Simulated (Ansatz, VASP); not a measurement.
**Two plane-wave programs on GaP**

```
Ga P
1.0
     0.00000    2.72540    2.72540
     2.72540    0.00000    2.72540
     2.72540    2.72540    0.00000
Ga P
1 1
Direct
  0.00000 0.00000 0.00000
  0.25000 0.25000 0.25000
```

Alike in both runs: task single point; functional r2SCAN50; k mesh 4 × 4 × 4; no spin polarisation.

|  | VASP | Ansatz |
| --- | --- | --- |
| version | VASP 6.6.1 | Ansatz 0.2.0 |
| potentials or method | VASP PAW PBE potentials, release 64 (Ga_d, P) | plane waves |
| plane-wave cutoff (eV) | 440 | 500 |
| occupations | gaussian, width 0.01 eV | fixed |
| valence electrons in the cell | 18 | 18 |

```csv
,VASP,Ansatz,Ansatz less VASP
gap on the k mesh at the Fermi level (eV),4.50,4.42,-0.088
pressure (GPa),-1.8,-1.3,+0.57
```

VASP's potentials were made for PBE, not for r2SCAN50. Ansatz's warnings: stress exchange threshold loose, stress scf threshold loose.

The k mesh is coarse, so the values compare programs but aren't converged.
